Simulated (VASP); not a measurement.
# SiC (F-43m) in VASP: further runs

SiC is run at these levels: r2SCAN; tasks: single point.

All numbers are computed with VASP 6.6.1; they aren't measurements. Logs are shortened: lines on timing, memory, paths and dates and some standing lists are left out, and cuts for length are marked.

**The experiment to reproduce.**

From “Insight into the structural, elastic and electronic properties of a new orthorhombic 6O-SiC polytype”, 2020, pmc:7200658, for a bulk crystal of SiC: band gap 2.4 eV (indirect).

The runs below are set against these values where they give the same quantity.

**1. The cell of the first run**

The structure is cubic, space group F-43m (No. 216). Conventional cell: a = 4.399 Å, b = 4.399 Å, c = 4.399 Å, α = 90.00°, β = 90.00°, γ = 90.00°. Si (site symmetry -43m) has 4 C at 1.91 Å within 2.5 Å. Within 2.5 Å of C (site symmetry -43m) lie 4 Si at 1.91 Å.

**2. Single point, r2SCAN (volume scaled by 1.03)**

Input file POSCAR:

```
SiC
1.0
    0.0000000000      2.1997448338      2.1997448338
    2.1997448338      0.0000000000      2.1997448338
    2.1997448338      2.1997448338      0.0000000000
Si C
1 1
Direct
    0.0000000000      0.0000000000      0.0000000000
    0.2500000000      0.2500000000      0.2500000000
```

Input file INCAR.step1:

```
PREC = Accurate
ENCUT = 520
ISMEAR = 0
SIGMA = 0.02
LREAL = False
LASPH = True
NELM = 80
NBANDS = 11
GGA = PE
ALGO = Normal
EDIFF = 1E-4
LWAVE = True
LCHARG = False
```

Input file INCAR.step2:

```
PREC = Accurate
ENCUT = 520
EDIFF = 1E-6
ISMEAR = 0
SIGMA = 0.02
LREAL = False
LASPH = True
NELM = 80
ALGO = Normal
ISIF = 2
LWAVE = False
LCHARG = True
METAGGA = R2SCAN
LMIXTAU = True
LELF = True
LVHAR = True
NBANDS = 11
ISTART = 1
```

Input file KPOINTS:

```
regular mesh
0
Gamma
  10 10 10
```

Potentials or basis: VASP PAW PBE potentials, release 64 (Si, C).

The run is started by

```
$ cat potpaw_PBE.64/Si/POTCAR potpaw_PBE.64/C/POTCAR > POTCAR
$ cp INCAR.step1 INCAR
$ mpirun -np 1 vasp_std > vasp.out
$ cp INCAR.step2 INCAR
$ mpirun -np 1 vasp_std > vasp.out
```

OUTCAR:

```text
PREC = Accurate
   ENCUT = 520
   EDIFF = 1E-6
   ISMEAR = 0
   LREAL = False
   LASPH = True
   NELM = 80
   ISIF = 2
   METAGGA = R2SCAN
   ISTART = 1

 ion  position               nearest neighbor table
   1  0.000  0.000  0.000-   2 1.91   2 1.91   2 1.91   2 1.91
   2  0.250  0.250  0.250-   1 1.91   1 1.91   1 1.91   1 1.91

  LATTYP: Found a face centered cubic cell.
 ALAT       =     4.3994896676

  Lattice vectors:

 A1 = (   0.0000000000,   2.1997448338,   2.1997448338)
 A2 = (   2.1997448338,   0.0000000000,   2.1997448338)
 A3 = (   2.1997448338,   2.1997448338,   0.0000000000)

Analysis of symmetry for initial positions (statically):
=====================================================================
 Subroutine PRICEL returns:
 Original cell was already a primitive cell.

 Routine SETGRP: Setting up the symmetry group for a
 face centered cubic supercell.

 Subroutine GETGRP returns: Found 24 space group operations
 (whereof 24 operations were pure point group operations)
 out of a pool of 48 trial point group operations.

The static configuration has the point symmetry T_d .

Analysis of symmetry for dynamics (positions and initial velocities):
=====================================================================
 Subroutine PRICEL returns:
 Original cell was already a primitive cell.

 Routine SETGRP: Setting up the symmetry group for a
 face centered cubic supercell.

 Subroutine GETGRP returns: Found 24 space group operations
 (whereof 24 operations were pure point group operations)
 out of a pool of 48 trial point group operations.

The dynamic configuration has the point symmetry T_d .

 Subroutine INISYM returns: Found 24 space group operations
 (whereof 24 operations are pure point group operations),
 and found     1 'primitive' translations

----------------------------------------------------------------------------------------

                                     Primitive cell

  volume of cell :      21.2886

  direct lattice vectors                    reciprocal lattice vectors
     0.000000000  2.199744834  2.199744834    -0.227299090  0.227299090  0.227299090
     2.199744834  0.000000000  2.199744834     0.227299090 -0.227299090  0.227299090
     2.199744834  2.199744834  0.000000000     0.227299090  0.227299090 -0.227299090

  length of vectors
     3.110908978  3.110908978  3.110908978     0.393693573  0.393693573  0.393693573

  position of ions in fractional coordinates (direct lattice)
     0.000000000  0.000000000  0.000000000
     0.250000000  0.250000000  0.250000000

  ion indices of the primitive-cell ions
   primitive index   ion index
                 1           1
                 2           2

----------------------------------------------------------------------------------------

 KPOINTS: regular mesh

Automatic generation of k-mesh.
 Grid dimensions read from file:
 generate k-points for:   10   10   10

 Generating k-lattice:

  Cartesian coordinates                     Fractional coordinates (reciprocal lattice)
    -0.022729909  0.022729909  0.022729909     0.100000000  0.000000000  0.000000000
     0.022729909 -0.022729909  0.022729909     0.000000000  0.100000000  0.000000000
     0.022729909  0.022729909 -0.022729909     0.000000000  0.000000000  0.100000000

  Length of vectors
     0.039369357  0.039369357  0.039369357

  Shift w.r.t. Gamma in fractional coordinates (k-lattice)
     0.000000000  0.000000000  0.000000000

 Subroutine IBZKPT returns following result:
 ===========================================

 Found     47 irreducible k-points:

 Following reciprocal coordinates:
            Coordinates               Weight
  0.000000  0.000000  0.000000      1.000000
  0.100000  0.000000  0.000000      8.000000
  0.200000  0.000000  0.000000      8.000000
  0.300000  0.000000  0.000000      8.000000
  0.400000  0.000000  0.000000      8.000000
  0.500000  0.000000  0.000000      4.000000
[... 16 lines left out ...]
  0.300000  0.300000  0.000000      6.000000
  0.400000  0.300000  0.000000     24.000000
 [... further k-points ...]
   k-points           NKPTS =     47   k-points in BZ     NKDIM =     47   number of bands    NBANDS=     11
   number of dos      NEDOS =    301   number of ions     NIONS =      2
   total plane-waves  NPLWV =  13824
   dimension x,y,z NGX =    24 NGY =   24 NGZ =   24
   dimension x,y,z NGXF=    48 NGYF=   48 NGZF=   48
   ions per type =               1   1
   NGX,Y,Z   is equivalent  to a cutoff of  12.83, 12.83, 12.83 a.u.
   NGXF,Y,Z  is equivalent  to a cutoff of  25.65, 25.65, 25.65 a.u.
 SYSTEM =  unknown system
   PREC   = accura    normal or accurate (medium, high low for compatibility)
   ISTART =      1    job   : 0-new  1-cont  2-samecut
   ICHARG =      0    charge: 1-file 2-atom 10-const
   ISPIN  =      1    spin polarized calculation?
   LNONCOLLINEAR =      F non collinear calculations
   LSORBIT =      F    spin-orbit coupling
   LASPH  =      T    aspherical Exc in radial PAW
   ENCUT  =  520.0 eV  38.22 Ry    6.18 a.u.   5.78  5.78  5.78*2*pi/ulx,y,z
   NELM   =     80;   NELMIN=  2; NELMDL=  0     # of ELM steps
   EDIFF  = 0.1E-05   stopping-criterion for ELM
   LREAL  =      F    real-space projection
   EDIFFG = 0.1E-04   stopping-criterion for IOM
   NSW    =      0    number of steps for IOM
   IBRION =     -1    ionic relax: 0-MD 1-quasi-New 2-CG
   NFREE  =      0    steps in history (QN), initial steepest desc. (CG)
   ISIF   =      2    stress and relaxation
   ISYM   =      2    0-nonsym 1-usesym 2-fastsym
   POTIM  = 0.5000    time-step for ionic-motion
   TEBEG  =    0.0;   TEEND  =   0.0 temperature during run
   PSTRESS=    0.0 pullay stress
   NELECT =       8.0000    total number of electrons
   NUPDOWN=      -1.0000    fix difference up-down
   EMIN   =  10.00;   EMAX   =-10.00  energy-range for DOS
   EFERMI =   0.00;   METHOD = LEGACY
   ISMEAR =     0;   SIGMA  =   0.02  broadening in eV -4-tet -1-fermi 0-gaus
   EFERMI_NEDOS =   21; number of points for ismear=-14 and -15
   IALGO  =     38    algorithm
   IMIX   =      4    mixing-type and parameters
     AMIX     =   0.40;   BMIX     =  1.00
     AMIX_MAG =   1.60;   BMIX_MAG =  1.00
  volume/ion in A,a.u.               =      10.64        71.83
  Fermi-wavevector in a.u.,A,eV,Ry     =   1.181379  2.232482 18.989052  1.395656
  Thomas-Fermi vector in A             =   2.317653
   LORBIT       =      0    0 simple, 1 ext, 2 COOP (PROOUT), +10 PAW based schemes
   METAGGA = R2SCAN    functional components
   LHFCALC =     F    Hartree Fock is set to
   AEXX    =    0.0000 exact exchange contribution
   IVDW    =     0    specifies the selected vdW correction
   LEPSILON=     F    determine dielectric tensor
   LRPA    =     F    only Hartree local field effects (RPA)
 non-spin polarized calculation
 Gauss-broadening in eV      SIGMA  =   0.02
  energy-cutoff  :      520.00
  volume of cell :       21.29
 maximum number of plane-waves:       589
   NGX = 11   NGY = 11   NGZ = 11

 number of electron       8.0000001 magnetization

 Free energy of the ion-electron system (eV)
  ---------------------------------------------------
  ext. energy  EPLUGINS =         0.00000000
  ---------------------------------------------------
  free energy    TOTEN  =       -19.31393329 eV

  energy without entropy =      -19.31393329  energy(sigma->0) =      -19.31393329

 E-fermi :   7.7933     XC(G=0): -11.8074

 val. band max:        7.6682247621   @ k =   0.0000   0.0000   0.0000
 cond. band min:       9.4108770963   @ k =   0.5000   0.5000   0.0000
 fundamental gap:      1.7426523342
 Fermi energy:         7.7933437382

 k-point     1 :       0.0000    0.0000    0.0000
  band No.  band energies     occupation
      1      -8.2870      2.00000
      2       7.6682      2.00000
      3       7.6682      2.00000
      4       7.6682      2.00000
      5      14.1453      0.00000
      6      15.3075      0.00000
      7      15.3075      0.00000
      8      15.3075      0.00000
      9      22.7032      0.00000
     10      22.7032      0.00000
     11      24.9679      0.00000

 k-point     2 :       0.1000    0.0000    0.0000
  band No.  band energies     occupation
      1      -8.0892      2.00000
      2       6.6224      2.00000
      3       7.5290      2.00000
      4       7.5290      2.00000
      5      14.4436      0.00000
      6      15.5621      0.00000
      7      15.5621      0.00000
      8      15.6106      0.00000
      9      21.7907      0.00000
     10      21.7907      0.00000
     11      24.7935      0.00000

 k-point     3 :       0.2000    0.0000    0.0000
  band No.  band energies     occupation
      1      -7.5057      2.00000
      2       4.4396      2.00000
      3       7.2088      2.00000
      4       7.2089      2.00000
      5      14.1733      0.00000
      6      15.9489      0.00000
      7      15.9489      0.00000
      8      16.9245      0.00000
      9      21.1337      0.00000
     10      21.1337      0.00000
     11      23.8608      0.00000

 k-point     4 :       0.3000    0.0000    0.0000
  band No.  band energies     occupation
      1      -6.5781      2.00000
      2       2.0776      2.00000
      3       6.8780      2.00000
      4       6.8781      2.00000
      5      13.7598      0.00000
      6      15.8338      0.00000
      7      15.8339      0.00000
      8      18.0387      0.00000
      9      21.9865      0.00000
     10      21.9865      0.00000
     11      23.5603      0.00000

 k-point     5 :       0.4000    0.0000    0.0000
  band No.  band energies     occupation
      1      -5.4522      2.00000
      2       0.0124      2.00000
      3       6.6483      2.00000
      4       6.6483      2.00000
      5      13.4808      0.00000
      6      15.4621      0.00000
      7      15.4621      0.00000
      8      18.4177      0.00000
      9      24.0009      0.00000
     10      24.0009      0.00000
     11      24.1881      0.00000
[... 211 lines left out ...]
 k-point    21 :      -0.3000    0.2000    0.0000
  band No.  band energies     occupation
      1      -5.2177      2.00000
      2       1.0800      2.00000
      3       3.7835      2.00000
      4       6.4506      2.00000
      5      13.6871      0.00000
      6      16.3589      0.00000
      7      16.8676      0.00000
      8      18.5023      0.00000
      9      20.9701      0.00000
     10      23.8785      0.00000
     11      27.5286      0.00000

 k-point    22 :      -0.2000    0.2000    0.0000
  band No.  band energies     occupation
      1      -6.2658      2.00000
      2       2.6960      2.00000
      3       4.3988      2.00000
      4       6.9871      2.00000
      5      14.6558      0.00000
      6      16.0861      0.00000
      7      16.4570      0.00000
      8      17.3170      0.00000
      9      19.7356      0.00000
     10      23.8507      0.00000
     11      27.5774      0.00000

 k-point    23 :       0.3000    0.3000    0.0000
  band No.  band energies     occupation
      1      -5.9946      2.00000
      2       3.1077      2.00000
      3       5.2381      2.00000
      4       5.2381      2.00000
      5      11.2277      0.00000
      6      13.6927      0.00000
      7      19.7592      0.00000
      8      19.7592      0.00000
      9      20.6756      0.00000
     10      25.4008      0.00000
     11      30.2352      0.00000

 k-point    24 :       0.4000    0.3000    0.0000
  band No.  band energies     occupation
      1      -5.1299      2.00000
      2       1.8647      2.00000
      3       4.4529      2.00000
      4       4.9668      2.00000
      5      10.9332      0.00000
      6      13.6992      0.00000
      7      19.8429      0.00000
      8      20.1862      0.00000
      9      22.1550      0.00000
     10      26.4768      0.00000
     11      29.7018      0.00000

 [... further k-points ...]

------------------------ aborting loop because EDIFF is reached ----------------------------------------

  FORCE on cell =-STRESS in cart. coord.  units (eV):
  Direction    XX          YY          ZZ          XY          YZ          ZX
  --------------------------------------------------------------------------------------
  -------------------------------------------------------------------------------------
  Total       -0.8625537     -0.8625537     -0.8625537      0.0000000      0.0000000     -0.0000000
  in kB      -64.9157095    -64.9157095    -64.9157095      0.0000000      0.0000000     -0.0000000
  external PRESSURE =     -64.9157095 kB  Pullay stress =       0.0000000 kB

 VOLUME and BASIS-vectors are now :
 -----------------------------------------------------------------------------
  energy-cutoff  :      520.00
  volume of cell :       21.29
      direct lattice vectors                 reciprocal lattice vectors
     0.000000000  2.199744834  2.199744834    -0.227299090  0.227299090  0.227299090
     2.199744834  0.000000000  2.199744834     0.227299090 -0.227299090  0.227299090
     2.199744834  2.199744834  0.000000000     0.227299090  0.227299090 -0.227299090

 POSITION                                       TOTAL-FORCE (eV/Angst)
 -----------------------------------------------------------------------------------
      0.00000      0.00000      0.00000         0.000000      0.000000     -0.000000
      1.09987      1.09987      1.09987        -0.000000     -0.000000      0.000000
 -----------------------------------------------------------------------------------
    total drift:                               -0.000000     -0.000000     -0.000001

  FREE ENERGIE OF THE ION-ELECTRON SYSTEM (eV)
  ---------------------------------------------------
  free  energy   TOTEN  =       -19.3139332875 eV

  energy  without entropy=      -19.3139332875  energy(sigma->0) =      -19.31393329
```

Run time: 18 s. Hardware: 1 thread of Intel Xeon 6975P-C (Granite Rapids), shared host; peak memory 0.14 GiB.

What came out:

| Quantity | Value |
| --- | --- |
| Free energy | -19.3139 eV |
| Pressure | -6.5 GPa |
| Band gap on the k mesh | 1.74 eV, indirect (least direct gap 5.02 eV) |

Caveat: the PAW data sets were made with another functional, which shifts forces and pressure a little.

(Part 1 of 2 ends here.)
